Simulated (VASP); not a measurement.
A run of VASP 6.6.1 is set up as follows.

File POSCAR:

```
CdS
1.0
    0.0000000000      2.9192279955      2.9192279955
    2.9192279955      0.0000000000      2.9192279955
    2.9192279955      2.9192279955      0.0000000000
Cd S
1 1
Direct
    0.0000000000      0.0000000000      0.0000000000
    0.7500000000      0.7500000000      0.7500000000
```

File INCAR.step1:

```
SYSTEM = CdS
PREC     = Accurate       ! precision mode
ENCUT    = 520            ! plane-wave cutoff, eV
ISMEAR   = 0              ! smearing method
SIGMA    = 0.05           ! smearing width, eV
LREAL    = .FALSE.        ! projectors in reciprocal space
LASPH    = .TRUE.         ! aspherical terms in the spheres
NELM     = 60             ! most SCF steps
NBANDS   = 16             ! bands
GGA      = PE             ! functional
ALGO     = Normal         ! electronic algorithm
EDIFF    = 1E-4           ! SCF threshold, eV
LWAVE    = .TRUE.         ! write WAVECAR
LCHARG   = .FALSE.        ! write CHGCAR
```

Contents of INCAR.step2:

```
SYSTEM = CdS
PREC     = Accurate       ! precision mode
ENCUT    = 520            ! plane-wave cutoff, eV
EDIFF    = 1E-6           ! SCF threshold, eV
ISMEAR   = 0              ! smearing method
SIGMA    = 0.05           ! smearing width, eV
LREAL    = .FALSE.        ! projectors in reciprocal space
LASPH    = .TRUE.         ! aspherical terms in the spheres
NELM     = 60             ! most SCF steps
ALGO     = Normal         ! electronic algorithm
ISIF     = 2              ! what is computed and relaxed
LWAVE    = .FALSE.        ! write WAVECAR
LCHARG   = .FALSE.        ! write CHGCAR
METAGGA  = R2SCAN         ! meta-GGA
LMIXTAU  = .TRUE.       
NBANDS   = 16             ! bands
ISTART   = 1
```

File KPOINTS:

```
regular mesh
0
G
  8 8 8
  0 0 0
```

Potentials or basis: VASP PAW PBE potentials, release 64 (Cd, S).

Run with:

```bash
$ cat potpaw_PBE.64/Cd/POTCAR potpaw_PBE.64/S/POTCAR > POTCAR
$ cp INCAR.step1 INCAR
$ mpirun -np 1 vasp_std > vasp.out
$ cp INCAR.step2 INCAR
$ mpirun -np 1 vasp_std > vasp.out
```

Predict the pressure.

1.6 GPa.

Predict the band gap on the k mesh.

1.59 eV, direct.

Caveat: the PAW data sets were made with another functional, which shifts forces and pressure a little.
